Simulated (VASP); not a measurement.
# CdSe (F-43m) in VASP: notebook, part 2 of 3

VASP 6.6.1. Earlier steps stand in the parts before.

**3. Single point, PBE**

This run uses another cell than the first one, of 29.75 Å³/atom, 1.057 times its volume.

File INCAR:

```
PREC = Accurate ; ENCUT = 520
EDIFF = 1E-6 ; ISMEAR = 0
SIGMA = 0.01 ; LREAL = F
LASPH = T ; NELM = 60
ALGO = Normal ; ISIF = 2
LWAVE = F ; LCHARG = T
GGA = PE ; LELF = T
LVHAR = T ; NBANDS = 16
```

File KPOINTS:

```
regular mesh
0
Gamma
  6 6 6
```

File POSCAR:

```
CdSe
1.0
    0.0000000000      3.0984818821      3.0984818821
    3.0984818821      0.0000000000      3.0984818821
    3.0984818821      3.0984818821      0.0000000000
Cd Se
1 1
Direct
    0.0000000000      0.0000000000      0.0000000000
    0.7500000000      0.7500000000      0.7500000000
```

Potentials or basis: VASP PAW PBE potentials, release 64 (Cd, Se).

Command:

```bash
cat potpaw_PBE.64/Cd/POTCAR potpaw_PBE.64/Se/POTCAR > POTCAR
mpirun -np 1 vasp_std > vasp.out
```

OUTCAR:

```text
PREC = Accurate
   ENCUT = 520
   EDIFF = 1E-6
   ISMEAR = 0
   LREAL = F
   LASPH = T
   NELM = 60
   ISIF = 2
   GGA = PE

 ion  position               nearest neighbor table
   1  0.000  0.000  0.000-   2 2.68   2 2.68   2 2.68   2 2.68
   2  0.750  0.750  0.750-   1 2.68   1 2.68   1 2.68   1 2.68

  LATTYP: Found a face centered cubic cell.
 ALAT       =     6.1969637642

  Lattice vectors:

 A1 = (   0.0000000000,   3.0984818821,   3.0984818821)
 A2 = (   3.0984818821,   0.0000000000,   3.0984818821)
 A3 = (   3.0984818821,   3.0984818821,   0.0000000000)

Analysis of symmetry for initial positions (statically):
=====================================================================
 Subroutine PRICEL returns:
 Original cell was already a primitive cell.

 Routine SETGRP: Setting up the symmetry group for a
 face centered cubic supercell.

 Subroutine GETGRP returns: Found 24 space group operations
 (whereof 24 operations were pure point group operations)
 out of a pool of 48 trial point group operations.

The static configuration has the point symmetry T_d .

Analysis of symmetry for dynamics (positions and initial velocities):
=====================================================================
 Subroutine PRICEL returns:
 Original cell was already a primitive cell.

 Routine SETGRP: Setting up the symmetry group for a
 face centered cubic supercell.

 Subroutine GETGRP returns: Found 24 space group operations
 (whereof 24 operations were pure point group operations)
 out of a pool of 48 trial point group operations.

The dynamic configuration has the point symmetry T_d .

 Subroutine INISYM returns: Found 24 space group operations
 (whereof 24 operations are pure point group operations),
 and found     1 'primitive' translations

----------------------------------------------------------------------------------------

                                     Primitive cell

  volume of cell :      59.4945

  direct lattice vectors                    reciprocal lattice vectors
     0.000000000  3.098481882  3.098481882    -0.161369348  0.161369348  0.161369348
     3.098481882  0.000000000  3.098481882     0.161369348 -0.161369348  0.161369348
     3.098481882  3.098481882  0.000000000     0.161369348  0.161369348 -0.161369348

  length of vectors
     4.381915100  4.381915100  4.381915100     0.279499909  0.279499909  0.279499909

  position of ions in fractional coordinates (direct lattice)
     0.000000000  0.000000000  0.000000000
     0.750000000  0.750000000  0.750000000

  ion indices of the primitive-cell ions
   primitive index   ion index
                 1           1
                 2           2

----------------------------------------------------------------------------------------

 KPOINTS: regular mesh

Automatic generation of k-mesh.
 Grid dimensions read from file:
 generate k-points for:    6    6    6

 Generating k-lattice:

  Cartesian coordinates                     Fractional coordinates (reciprocal lattice)
    -0.026894891  0.026894891  0.026894891     0.166666667  0.000000000  0.000000000
     0.026894891 -0.026894891  0.026894891     0.000000000  0.166666667  0.000000000
     0.026894891  0.026894891 -0.026894891     0.000000000  0.000000000  0.166666667

  Length of vectors
     0.046583318  0.046583318  0.046583318

  Shift w.r.t. Gamma in fractional coordinates (k-lattice)
     0.000000000  0.000000000  0.000000000

 Subroutine IBZKPT returns following result:
 ===========================================

 Found     16 irreducible k-points:

 Following reciprocal coordinates:
            Coordinates               Weight
  0.000000  0.000000  0.000000      1.000000
  0.166667  0.000000  0.000000      8.000000
  0.333333  0.000000  0.000000      8.000000
  0.500000  0.000000  0.000000      4.000000
  0.166667  0.166667  0.000000      6.000000
  0.333333  0.166667  0.000000     24.000000
[... 8 lines left out ...]
 -0.333333  0.333333  0.166667     24.000000
 -0.333333  0.500000  0.166667     12.000000
   k-points           NKPTS =     16   k-points in BZ     NKDIM =     16   number of bands    NBANDS=     16
   number of dos      NEDOS =    301   number of ions     NIONS =      2
   total plane-waves  NPLWV =  46656
   dimension x,y,z NGX =    36 NGY =   36 NGZ =   36
   dimension x,y,z NGXF=    72 NGYF=   72 NGZF=   72
   ions per type =               1   1
   NGX,Y,Z   is equivalent  to a cutoff of  13.66, 13.66, 13.66 a.u.
   NGXF,Y,Z  is equivalent  to a cutoff of  27.32, 27.32, 27.32 a.u.
 SYSTEM =  unknown system
   PREC   = accura    normal or accurate (medium, high low for compatibility)
   ISTART =      0    job   : 0-new  1-cont  2-samecut
   ICHARG =      2    charge: 1-file 2-atom 10-const
   ISPIN  =      1    spin polarized calculation?
   LNONCOLLINEAR =      F non collinear calculations
   LSORBIT =      F    spin-orbit coupling
   LASPH  =      T    aspherical Exc in radial PAW
   ENCUT  =  520.0 eV  38.22 Ry    6.18 a.u.   8.15  8.15  8.15*2*pi/ulx,y,z
   NELM   =     60;   NELMIN=  2; NELMDL= -5     # of ELM steps
   EDIFF  = 0.1E-05   stopping-criterion for ELM
   LREAL  =      F    real-space projection
   EDIFFG = 0.1E-04   stopping-criterion for IOM
   NSW    =      0    number of steps for IOM
   IBRION =     -1    ionic relax: 0-MD 1-quasi-New 2-CG
   NFREE  =      0    steps in history (QN), initial steepest desc. (CG)
   ISIF   =      2    stress and relaxation
   ISYM   =      2    0-nonsym 1-usesym 2-fastsym
   POTIM  = 0.5000    time-step for ionic-motion
   TEBEG  =    0.0;   TEEND  =   0.0 temperature during run
   PSTRESS=    0.0 pullay stress
   NELECT =      18.0000    total number of electrons
   NUPDOWN=      -1.0000    fix difference up-down
   EMIN   =  10.00;   EMAX   =-10.00  energy-range for DOS
   EFERMI =   0.00;   METHOD = LEGACY
   ISMEAR =     0;   SIGMA  =   0.01  broadening in eV -4-tet -1-fermi 0-gaus
   EFERMI_NEDOS =   21; number of points for ismear=-14 and -15
   IALGO  =     38    algorithm
   IMIX   =      4    mixing-type and parameters
     AMIX     =   0.40;   BMIX     =  1.00
     AMIX_MAG =   1.60;   BMIX_MAG =  1.00
  volume/ion in A,a.u.               =      29.75       200.74
  Fermi-wavevector in a.u.,A,eV,Ry     =   1.099023  2.076852 16.433812  1.207851
  Thomas-Fermi vector in A             =   2.235410
   LORBIT       =      0    0 simple, 1 ext, 2 COOP (PROOUT), +10 PAW based schemes
   GGA     = PE    functional components
   LHFCALC =     F    Hartree Fock is set to
   AEXX    =    0.0000 exact exchange contribution
   IVDW    =     0    specifies the selected vdW correction
   LEPSILON=     F    determine dielectric tensor
   LRPA    =     F    only Hartree local field effects (RPA)
 non-spin polarized calculation
 Gauss-broadening in eV      SIGMA  =   0.01
  energy-cutoff  :      520.00
  volume of cell :       59.49
 maximum number of plane-waves:      1639
 NGX is ok and might be reduce to    36
   NGX = 17   NGY = 17   NGZ = 17

 number of electron      18.0000000 magnetization

 Free energy of the ion-electron system (eV)
  ---------------------------------------------------
  ext. energy  EPLUGINS =         0.00000000
  ---------------------------------------------------
  free energy    TOTEN  =        -5.49550363 eV

  energy without entropy =       -5.49550363  energy(sigma->0) =       -5.49550363

 E-fermi :   0.5573     XC(G=0):  -8.6320

 val. band max:        0.5160078912   @ k =   0.0000   0.0000   0.0000
 cond. band min:       1.0063928874   @ k =   0.0000   0.0000   0.0000
 fundamental gap:      0.4903849962
 Fermi energy:         0.5572547697

 k-point     1 :       0.0000    0.0000    0.0000
  band No.  band energies     occupation
      1     -11.7784      2.00000
      2      -7.2494      2.00000
      3      -7.2494      2.00000
      4      -7.2494      2.00000
      5      -6.9325      2.00000
      6      -6.9325      2.00000
[... 8 lines left out ...]
     15      11.4843      0.00000
     16      11.4843      0.00000
[... 267 lines left out ...]
 k-point    16 :      -0.3333    0.5000    0.1667
  band No.  band energies     occupation
      1     -11.3511      2.00000
      2      -7.0855      2.00000
      3      -7.0748      2.00000
      4      -6.9847      2.00000
      5      -6.9083      2.00000
      6      -6.5414      2.00000
[... 8 lines left out ...]
     15      13.1296      0.00000
     16      13.2383      0.00000

------------------------ aborting loop because EDIFF is reached ----------------------------------------

  FORCE on cell =-STRESS in cart. coord.  units (eV):
  Direction    XX          YY          ZZ          XY          YZ          ZX
  --------------------------------------------------------------------------------------
  -------------------------------------------------------------------------------------
  Total        0.0877068      0.0877068      0.0877068      0.0000000      0.0000000      0.0000000
  in kB        2.3619308      2.3619308      2.3619308      0.0000000      0.0000000      0.0000000
  external PRESSURE =       2.3619308 kB  Pullay stress =       0.0000000 kB

 VOLUME and BASIS-vectors are now :
 -----------------------------------------------------------------------------
  energy-cutoff  :      520.00
  volume of cell :       59.49
      direct lattice vectors                 reciprocal lattice vectors
     0.000000000  3.098481882  3.098481882    -0.161369348  0.161369348  0.161369348
     3.098481882  0.000000000  3.098481882     0.161369348 -0.161369348  0.161369348
     3.098481882  3.098481882  0.000000000     0.161369348  0.161369348 -0.161369348

 POSITION                                       TOTAL-FORCE (eV/Angst)
 -----------------------------------------------------------------------------------
      0.00000      0.00000      0.00000        -0.000000      0.000000      0.000000
      4.64772      4.64772      4.64772         0.000000     -0.000000     -0.000000
 -----------------------------------------------------------------------------------
    total drift:                                0.000000      0.000000      0.000000

  FREE ENERGIE OF THE ION-ELECTRON SYSTEM (eV)
  ---------------------------------------------------
  free  energy   TOTEN  =        -5.4955036327 eV

  energy  without entropy=       -5.4955036327  energy(sigma->0) =       -5.49550363
```

Run time: 18 s. Hardware: 1 thread of Intel Xeon 8259CL, shared host; peak memory 0.21 GiB.

Results:

* Free energy: -5.4955 eV
* Pressure: 0.2 GPa
* Band gap on the k mesh: 0.49 eV, direct

**4. Single point, r2SCAN**

This run uses another cell than the first one, of 28.85 Å³/atom, 1.025 times its volume.

File POSCAR:

```
CdSe
1.0
    0.0000000000      3.0669611014      3.0669611014
    3.0669611014      0.0000000000      3.0669611014
    3.0669611014      3.0669611014      0.0000000000
Cd Se
1 1
Direct
    0.0000000000      0.0000000000      0.0000000000
    0.7500000000      0.7500000000      0.7500000000
```

File INCAR.step1:

```
  PREC = Accurate
  ENCUT = 520
  ISMEAR = 0
  SIGMA = 0.01
  LREAL = False
  LASPH = True
  NELM = 80
  NBANDS = 16
  GGA = PE
  ALGO = Normal
  EDIFF = 1E-4
  LWAVE = True
  LCHARG = False
```

File INCAR.step2:

```
  PREC = Accurate
  ENCUT = 520
  EDIFF = 1E-7
  ISMEAR = 0
  SIGMA = 0.01
  LREAL = False
  LASPH = True
  NELM = 80
  ALGO = Normal
  ISIF = 2
  LWAVE = False
  LCHARG = False
  METAGGA = R2SCAN
  LMIXTAU = True
  NBANDS = 16
  ISTART = 1
```

File KPOINTS:

```
Automatic mesh
0
Gamma
  6 6 6
```

Command:

```bash
cat potpaw_PBE.64/Cd/POTCAR potpaw_PBE.64/Se/POTCAR > POTCAR
cp INCAR.step1 INCAR
mpirun -np 1 vasp_std > vasp.out
cp INCAR.step2 INCAR
mpirun -np 1 vasp_std > vasp.out
```

Run time: 66 s. Hardware: 1 thread of Intel Xeon 8259CL, shared host; peak memory 0.19 GiB.

It converged, with:

| Property | Result |
| --- | --- |
| Free energy | -35.9129 eV |
| Pressure | 0.2 GPa |
| Band gap on the k mesh | 1.03 eV, direct |

Levels at points of the mesh, in eV from the valence-band top:
| k point | band 5 | band 6 | band 7 | band 8 | band 9 | band 10 | band 11 | band 12 | band 13 | band 14 |
| --- | --- | --- | --- | --- | --- | --- | --- | --- | --- | --- |
| (0.00, 0.00, 0.00) | -7.71 | -7.71 | 0.00 | 0.00 | 0.00 | 1.03 | 6.47 | 6.47 | 6.47 | 10.21 |
| (0.50, 0.00, 0.00) | -7.69 | -7.43 | -4.28 | -0.72 | -0.72 | 2.83 | 6.92 | 6.92 | 7.74 | 10.50 |
| (0.50, 0.50, 0.00) | -7.66 | -7.36 | -3.97 | -1.80 | -1.80 | 3.50 | 4.13 | 9.56 | 10.80 | 10.80 |

Caveat: the PAW data sets were made with another functional, which shifts forces and pressure a little. r2SCAN opens gaps a little over a GGA but as a rule still falls short of measured ones.

**5. Relaxation of cell and atoms, PBE**

This run uses another cell than the first one, of 28.94 Å³/atom, 1.029 times its volume.

File INCAR:

```
SYSTEM = CdSe
PREC     = Accurate       ! precision mode
ENCUT    = 600            ! plane-wave cutoff, eV
EDIFF    = 1E-6           ! SCF threshold, eV
ISMEAR   = 0              ! smearing method
SIGMA    = 0.01           ! smearing width, eV
LREAL    = .FALSE.        ! projectors in reciprocal space
LASPH    = .TRUE.         ! aspherical terms in the spheres
NELM     = 60             ! most SCF steps
ALGO     = Normal         ! electronic algorithm
ISIF     = 3              ! what is computed and relaxed
LWAVE    = .FALSE.        ! write WAVECAR
LCHARG   = .FALSE.        ! write CHGCAR
GGA      = PE             ! functional
IBRION   = 2              ! ionic algorithm
NSW      = 80             ! ionic steps
EDIFFG   = -0.01          ! ionic threshold
```

File KPOINTS:

```
regular mesh
0
G
  6 6 6
  0 0 0
```

File POSCAR:

```
CdSe
1.0
    0.0000000000      3.0702712000      3.0702712000
    3.0702712000      0.0000000000      3.0702712000
    3.0702712000      3.0702712000      0.0000000000
Cd Se
1 1
Direct
    0.0000000000      0.0000000000      0.0000000000
    0.7500000000      0.7500000000      0.7500000000
```

Command:

```bash
cat potpaw_PBE.64/Cd/POTCAR potpaw_PBE.64/Se/POTCAR > POTCAR
mpirun -np 1 vasp_std > vasp.out
```

Run time: 63 s. Hardware: 1 thread of Intel Xeon 8259CL, shared host; peak memory 0.22 GiB.

Results (log left out):

| Quantity | Value |
| --- | --- |
| Free energy | -5.4949 eV |
| Relaxed volume | 29.88 Å³/atom |
| Relaxed cell | a = 4.388 Å, b = 4.388 Å, c = 4.388 Å, α = 60.00°, β = 60.00°, γ = 60.00° |
| Space group after relaxing (to 0.05 Å) | F-43m (No. 216) |
| Energy gained by relaxing | 4.3 meV/atom |
| Ionic steps | 3 |
| Pressure after relaxing | 0.0 GPa |
| Band gap on the k mesh | 0.48 eV, direct |

The path:
```tsv
step	energy change (eV)	largest force (eV/Å)	pressure (GPa)	volume (Å³)
1	0.0000	0.0000	1.54	57.88
2	-0.0081	0.0000	-0.36	60.24
3	-0.0087	0.0000	0.01	59.75
```

Final structure:
```
Cd Se
1.0
     0.00000    3.10291    3.10291
     3.10291    0.00000    3.10291
     3.10291    3.10291    0.00000
Cd Se
1 1
Direct
  0.00000 0.00000 0.00000
  0.75000 0.75000 0.75000
```

Levels at points of the mesh, in eV from the valence-band top:
```csv
k point,band 5,band 6,band 7,band 8,band 9,band 10,band 11,band 12,band 13
"(0.00, 0.00, 0.00)",-7.44,-7.44,0.00,0.00,0.00,0.48,5.92,5.92,5.92
"(0.50, 0.00, 0.00)",-7.42,-7.19,-4.05,-0.67,-0.67,2.31,6.42,6.42,7.24
"(0.50, 0.50, 0.00)",-7.39,-7.13,-3.82,-1.66,-1.66,3.24,3.68,8.84,9.86
```

(Part 2 of 3 ends here.)
